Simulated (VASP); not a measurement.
# Pt (Fm-3m) in VASP: elastic constants with LDA

Aim: the elastic constants of Pt with LDA.

All numbers are computed with VASP 6.6.1; they aren't measurements. Logs are shortened: lines on timing, memory, paths and dates and some standing lists are left out, and cuts for length are marked.

**1. The cell of the first run**

Symmetry: Fm-3m, No. 225, cubic system. The conventional cell has a = 3.854 Å, b = 3.854 Å, c = 3.854 Å, α = 90.00°, β = 90.00°, γ = 90.00°. Within 3.6 Å of Pt (site symmetry m-3m) lie 12 Pt at 2.73 Å.

**2. Elastic constants, LDA**

Contents of INCAR:

```
PREC = Accurate
ENCUT = 600
EDIFF = 1E-8
ISMEAR = -1
SIGMA = 0.15
LREAL = False
LASPH = True
NELM = 100
ALGO = Fast
ISIF = 3
LWAVE = False
LCHARG = True
GGA = CA
IBRION = 6
NFREE = 2
POTIM = 0.015
NSW = 1
```

Contents of KPOINTS:

```
Automatic mesh
0
Gamma
  20 20 20
```

Contents of POSCAR:

```
Pt
1.0
    0.0000000000      1.9271313273      1.9271313273
    1.9271313273      0.0000000000      1.9271313273
    1.9271313273      1.9271313273      0.0000000000
Pt
1
Direct
    0.0000000000      0.0000000000      0.0000000000
```

Potentials or basis: VASP PAW LDA potentials, release 64 (Pt).

The run is started by

```
> cat potpaw_LDA.64/Pt/POTCAR > POTCAR
> mpirun -np 1 vasp_std > vasp.out
```

OUTCAR:

```text
PREC = Accurate
   ENCUT = 600
   EDIFF = 1E-8
   ISMEAR = -1
   LREAL = False
   LASPH = True
   NELM = 100
   ISIF = 3
   GGA = CA
   IBRION = 6
   NFREE = 2
   POTIM = 0.015
   NSW = 1

 ion  position               nearest neighbor table
   1  0.000  0.000  0.000-

  LATTYP: Found a face centered cubic cell.
 ALAT       =     3.8542626546

  Lattice vectors:

 A1 = (   0.0000000000,   1.9271313273,   1.9271313273)
 A2 = (   1.9271313273,   0.0000000000,   1.9271313273)
 A3 = (   1.9271313273,   1.9271313273,   0.0000000000)

Analysis of symmetry for initial positions (statically):
=====================================================================
 Subroutine PRICEL returns:
 Original cell was already a primitive cell.

 Routine SETGRP: Setting up the symmetry group for a
 face centered cubic supercell.

 Subroutine GETGRP returns: Found 48 space group operations
 (whereof 48 operations were pure point group operations)
 out of a pool of 48 trial point group operations.

The static configuration has the point symmetry O_h .

Analysis of symmetry for dynamics (positions and initial velocities):
=====================================================================
 Subroutine PRICEL returns:
 Original cell was already a primitive cell.

 Routine SETGRP: Setting up the symmetry group for a
 face centered cubic supercell.

 Subroutine GETGRP returns: Found 48 space group operations
 (whereof 48 operations were pure point group operations)
 out of a pool of 48 trial point group operations.

The dynamic configuration has the point symmetry O_h .

 Subroutine INISYM returns: Found 48 space group operations
 (whereof 48 operations are pure point group operations),
 and found     1 'primitive' translations

----------------------------------------------------------------------------------------

                                     Primitive cell

  volume of cell :      14.3141

  direct lattice vectors                    reciprocal lattice vectors
     0.000000000  1.927131327  1.927131327    -0.259452998  0.259452998  0.259452998
     1.927131327  0.000000000  1.927131327     0.259452998 -0.259452998  0.259452998
     1.927131327  1.927131327  0.000000000     0.259452998  0.259452998 -0.259452998

  length of vectors
     2.725375260  2.725375260  2.725375260     0.449385774  0.449385774  0.449385774

  position of ions in fractional coordinates (direct lattice)
     0.000000000  0.000000000  0.000000000

  ion indices of the primitive-cell ions
   primitive index   ion index
                 1           1

----------------------------------------------------------------------------------------

 KPOINTS: Automatic mesh

Automatic generation of k-mesh.
 Grid dimensions read from file:
 generate k-points for:   20   20   20

 Generating k-lattice:

  Cartesian coordinates                     Fractional coordinates (reciprocal lattice)
    -0.012972650  0.012972650  0.012972650     0.050000000  0.000000000  0.000000000
     0.012972650 -0.012972650  0.012972650     0.000000000  0.050000000  0.000000000
     0.012972650  0.012972650 -0.012972650     0.000000000  0.000000000  0.050000000

  Length of vectors
     0.022469289  0.022469289  0.022469289

  Shift w.r.t. Gamma in fractional coordinates (k-lattice)
     0.000000000  0.000000000  0.000000000

 Subroutine IBZKPT returns following result:
 ===========================================

 Found    256 irreducible k-points:

 Following reciprocal coordinates:
            Coordinates               Weight
  0.000000  0.000000  0.000000      1.000000
  0.050000  0.000000  0.000000      8.000000
  0.100000  0.000000  0.000000      8.000000
  0.150000  0.000000  0.000000      8.000000
  0.200000  0.000000  0.000000      8.000000
  0.250000  0.000000  0.000000      8.000000
[... 16 lines left out ...]
 -0.400000  0.050000  0.000000     24.000000
 -0.350000  0.050000  0.000000     24.000000
 [... further k-points ...]
   k-points           NKPTS =    256   k-points in BZ     NKDIM =    256   number of bands    NBANDS=      9
   number of dos      NEDOS =    301   number of ions     NIONS =      1
   total plane-waves  NPLWV =  13824
   dimension x,y,z NGX =    24 NGY =   24 NGZ =   24
[... 19 lines left out ...]
   NFREE  =      2    steps in history (QN), initial steepest desc. (CG)
   ISIF   =      3    stress and relaxation
   ISYM   =      2    0-nonsym 1-usesym 2-fastsym
   POTIM  = 0.0150    time-step for ionic-motion
   TEBEG  =    0.0;   TEEND  =   0.0 temperature during run
   PSTRESS=    0.0 pullay stress
   NELECT =      10.0000    total number of electrons
   NUPDOWN=      -1.0000    fix difference up-down
   EMIN   =  10.00;   EMAX   =-10.00  energy-range for DOS
   EFERMI =   0.00;   METHOD = LEGACY
   ISMEAR =    -1;   SIGMA  =   0.15  broadening in eV -4-tet -1-fermi 0-gaus
   EFERMI_NEDOS =   21; number of points for ismear=-14 and -15
   IALGO  =     68    algorithm
   IMIX   =      4    mixing-type and parameters
     AMIX     =   0.40;   BMIX     =  1.00
     AMIX_MAG =   1.60;   BMIX_MAG =  1.00
  volume/ion in A,a.u.               =      14.31        96.60
  Fermi-wavevector in a.u.,A,eV,Ry     =   1.452625  2.745063 28.709918  2.110119
  Thomas-Fermi vector in A             =   2.569985
   LORBIT       =      0    0 simple, 1 ext, 2 COOP (PROOUT), +10 PAW based schemes
   GGA     = CA    functional components
   LHFCALC =     F    Hartree Fock is set to
   AEXX    =    0.0000 exact exchange contribution
   IVDW    =     0    specifies the selected vdW correction
   LEPSILON=     F    determine dielectric tensor
   LRPA    =     F    only Hartree local field effects (RPA)
 finite differences with symmetry
 non-spin polarized calculation
 RMM-DIIS sequential band-by-band and
  energy-cutoff  :      600.00
  volume of cell :       14.31
 maximum number of plane-waves:       531
 NGX is ok and might be reduce to    24
   NGX = 11   NGY = 11   NGZ = 11

--------------------------------------- Ionic step        1  -------------------------------------------

 number of electron      10.0000000 magnetization

 Free energy of the ion-electron system (eV)
  ---------------------------------------------------
  ext. energy  EPLUGINS =         0.00000000
  ---------------------------------------------------
  free energy    TOTEN  =        -7.54612564 eV

  energy without entropy =       -7.44340079  energy(sigma->0) =       -7.49476322

------------------------ aborting loop because EDIFF is reached ----------------------------------------

  FORCE on cell =-STRESS in cart. coord.  units (eV):
  Direction    XX          YY          ZZ          XY          YZ          ZX
  --------------------------------------------------------------------------------------
  -------------------------------------------------------------------------------------
  Total        1.0728761      1.0728761      1.0728761     -0.0000000     -0.0000000      0.0000000
  in kB      120.0870632    120.0870632    120.0870632     -0.0000000     -0.0000000      0.0000000
  external PRESSURE =     120.0870632 kB  Pullay stress =       0.0000000 kB
[... 86 lines left out ...]
  FREE ENERGIE OF THE ION-ELECTRON SYSTEM (eV)
  ---------------------------------------------------
  free  energy   TOTEN  =        -7.5253500024 eV

  energy  without entropy=       -7.4245911218  energy(sigma->0) =       -7.47497056

[... ionic steps 4 to 12 ...]

--------------------------------------- Ionic step       13  -------------------------------------------

 number of electron      10.0000000 magnetization

------------------------ aborting loop because EDIFF is reached ----------------------------------------
[... 65 lines left out ...]
--------------------------------------- Ionic step       15  -------------------------------------------

 number of electron      10.0000000 magnetization

 Free energy of the ion-electron system (eV)
  ---------------------------------------------------
  ext. energy  EPLUGINS =         0.00000000
  ---------------------------------------------------
  free energy    TOTEN  =        -7.54612571 eV

  energy without entropy =       -7.44340090  energy(sigma->0) =       -7.49476330

 E-fermi :  12.2157     XC(G=0): -13.9915

 val. band max:       12.2108291149   @ k =   0.4000   0.3500   0.0000
 cond. band min:      12.2169489635   @ k =  -0.4500   0.2500   0.0500
 fundamental gap:      0.0061198486
 Fermi energy:        12.2157474785

 k-point     1 :       0.0000    0.0000    0.0000
  band No.  band energies     occupation
      1       1.3420      2.00000
      2       8.0362      2.00000
      3       8.0362      2.00000
      4       8.0362      2.00000
      5      10.4213      1.99999
      6      10.4213      1.99999
      7      26.6404      0.00000
      8      31.8595      0.00000
      9      31.8595      0.00000
[... 265 lines left out ...]
 k-point    24 :      -0.3500    0.0500    0.0000
  band No.  band energies     occupation
      1       4.3138      2.00000
      2       8.1190      2.00000
      3       8.2151      2.00000
      4       9.0423      2.00000
      5      11.3327      1.99447
      6      12.0500      1.50236
      7      21.6990      0.00000
      8      27.2473      0.00000
      9      32.1657      0.00000

 [... further k-points ...]
[... 5 lines left out ...]
  --------------------------------------------------------------------------------------
  -------------------------------------------------------------------------------------
  Total        1.0727112      1.0727112      1.0727112      0.0000000      0.0000000      0.0000000
  in kB      120.0686065    120.0686065    120.0686065      0.0000000      0.0000000      0.0000000
  external PRESSURE =     120.0686065 kB  Pullay stress =       0.0000000 kB
[... 16 lines left out ...]
  FREE ENERGIE OF THE ION-ELECTRON SYSTEM (eV)
  ---------------------------------------------------
  free  energy   TOTEN  =        -7.5461257072 eV

  energy  without entropy=       -7.4434008979  energy(sigma->0) =       -7.49476330

 INTERNAL STRAIN TENSORS FROM STRAINED CELLS
 ============================================

 INTERNAL STRAIN TENSOR FOR ION    1 for displacements in x,y,z  (eV/Angst):
          X           Y           Z          XY          YZ          ZX
  --------------------------------------------------------------------------------
  x    -0.00000     0.00000     0.00000    -0.00000     0.00000     0.00000
  y    -0.00000    -0.00000    -0.00000    -0.00000    -0.00000    -0.00000
  z     0.00000     0.00000     0.00000     0.00000     0.00000    -0.00000

 INTERNAL STRAIN TENSORS FROM DISPLACED ATOMS
 ============================================

 INTERNAL STRAIN TENSOR FOR ION    1 for displacements in x,y,z  (eV/Angst):
          X           Y           Z          XY          YZ          ZX
  --------------------------------------------------------------------------------
  x     0.00000     0.00000     0.00000     0.00000     0.00000     0.00000
  y     0.00000     0.00000     0.00000     0.00000     0.00000     0.00000
  z     0.00000     0.00000     0.00000     0.00000     0.00000     0.00000

 Eigenvectors and eigenvalues of the dynamical matrix
 ----------------------------------------------------

   1 f/i=    0.000000 THz     0.000000 2PiTHz    0.000000 cm-1     0.000000 meV
             X         Y         Z           dx          dy          dz
      0.000000  0.000000  0.000000     1.000000    0.000000    0.000000

   2 f/i=    0.000000 THz     0.000000 2PiTHz    0.000000 cm-1     0.000000 meV
             X         Y         Z           dx          dy          dz
      0.000000  0.000000  0.000000     0.000000    1.000000    0.000000

   3 f/i=    0.000000 THz     0.000000 2PiTHz    0.000000 cm-1     0.000000 meV
             X         Y         Z           dx          dy          dz
      0.000000  0.000000  0.000000     0.000000    0.000000    1.000000

--------------------------------------------------------------------------------------------------------

 ELASTIC MODULI CONTR FROM IONIC RELAXATION (kBar)
 Direction    XX          YY          ZZ          XY          YZ          ZX
 --------------------------------------------------------------------------------
 XX           0.0000      0.0000      0.0000      0.0000      0.0000      0.0000
 YY           0.0000      0.0000      0.0000      0.0000      0.0000      0.0000
 ZZ           0.0000      0.0000      0.0000      0.0000      0.0000      0.0000
 XY           0.0000      0.0000      0.0000      0.0000      0.0000      0.0000
 YZ           0.0000      0.0000      0.0000      0.0000      0.0000      0.0000
 ZX           0.0000      0.0000      0.0000      0.0000      0.0000      0.0000
 --------------------------------------------------------------------------------

 TOTAL ELASTIC MODULI (kBar)
 Direction    XX          YY          ZZ          XY          YZ          ZX
 --------------------------------------------------------------------------------
 XX        4405.3758   3106.9935   3106.9935      0.0000      0.0000      0.0000
 YY        3106.9935   4405.3758   3106.9935     -0.0000      0.0000      0.0000
 ZZ        3106.9935   3106.9935   4405.3758     -0.0000     -0.0000     -0.0000
 XY           0.0000     -0.0000     -0.0000   1199.7187      0.0000      0.0000
 YZ           0.0000      0.0000     -0.0000      0.0000   1199.7187      0.0000
 ZX           0.0000      0.0000     -0.0000      0.0000      0.0000   1199.7187
 --------------------------------------------------------------------------------
```

Wall time 49 min (1 thread of Oxide Virtual Turin-like, shared host); peak memory 0.7 GiB.

What came out:

| Quantity | Value |
| --- | --- |
| Elastic constants C11, C12, C44 | 441, 311, 120 GPa |
| Voigt bulk modulus | 354 GPa |

Elastic tensor in Voigt notation (GPa, in the Cartesian axes of the cell as first typed):
```
441 311 311   0   0   0
311 441 311   0   0   0
311 311 441   0   0   0
  0   0   0 120   0   0
  0   0   0   0 120   0
  0   0   0   0   0 120
```

Clamped-ion elastic tensor (GPa):
```
441 311 311   0   0   0
311 441 311   0   0   0
311 311 441   0   0   0
  0   0   0 120   0   0
  0   0   0   0 120   0
  0   0   0   0   0 120
```

Caveat: the cell is under stress, which shifts elastic constants; spin-orbit coupling is left out, which moves the levels of the heavy elements.
